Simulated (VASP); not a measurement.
Wanted: the native input for a VASP 6.6.1 run.

* Task: single point
* Functional: PBEsol
* Potentials or basis: VASP PAW PBE potentials, release 64 (Os, Se)
* Cutoff: 520 eV
* k mesh: 10 × 10 × 10
* Occupations: gaussian, width 0.05 eV
* Spin: collinear spin
* Starting moments: [0.05, 0.0] μB
* Dipole correction: no
* Further INCAR settings: ALGO = Normal; EDIFF = 1e-06; NBANDS = 18

The structure of OsSe lies in POSCAR:

```
OsSe
1.0
    0.0000000000      2.6851410919      2.6851410919
    2.6851410919      0.0000000000      2.6851410919
    2.6851410919      2.6851410919      0.0000000000
Os Se
1 1
Direct
    0.0000000000      0.0000000000      0.0000000000
    0.2500000000      0.2500000000      0.2500000000
```

The input as run:

INCAR

```
  ALGO = Normal
  EDIFF = 1E-6
  ENCUT = 520
  GGA = PS
  ISIF = 2
  ISMEAR = 0
  ISPIN = 2
  LASPH = True
  LCHARG = False
  LMAXMIX = 4
  LORBIT = 11
  LREAL = False
  LWAVE = False
  MAGMOM = 0.05 0
  NBANDS = 18
  NELM = 150
  PREC = Accurate
  SIGMA = 0.05
```

KPOINTS

```
k-points
0
Gamma
  10 10 10
```

Potentials or basis: VASP PAW PBE potentials, release 64 (Os, Se).

Launch:

```sh
$ cat potpaw_PBE.64/Os/POTCAR potpaw_PBE.64/Se/POTCAR > POTCAR
$ mpirun -np 1 vasp_std > vasp.out
```

Results of the run:

| Item | Value |
| --- | --- |
| Pressure | 8.6 GPa |
| Band gap on the k mesh | zero (filled and empty bands overlap) |
| Net moment | 0.00 μB per cell |
| Valence electrons inside the program's atomic spheres | Os 7.49; Se 4.02 |

Caveat: the cell stands under pressure; the PAW data sets were made with another functional, which shifts forces and pressure a little; spin-orbit coupling is left out, which moves the levels of the heavy elements.

Run time: 73 s on 1 thread of Intel(R) Xeon(R) Platinum 8259CL CPU @ 2.50GHz (Skylake/Cascade Lake) (shared host), peak memory 0.2 GiB.
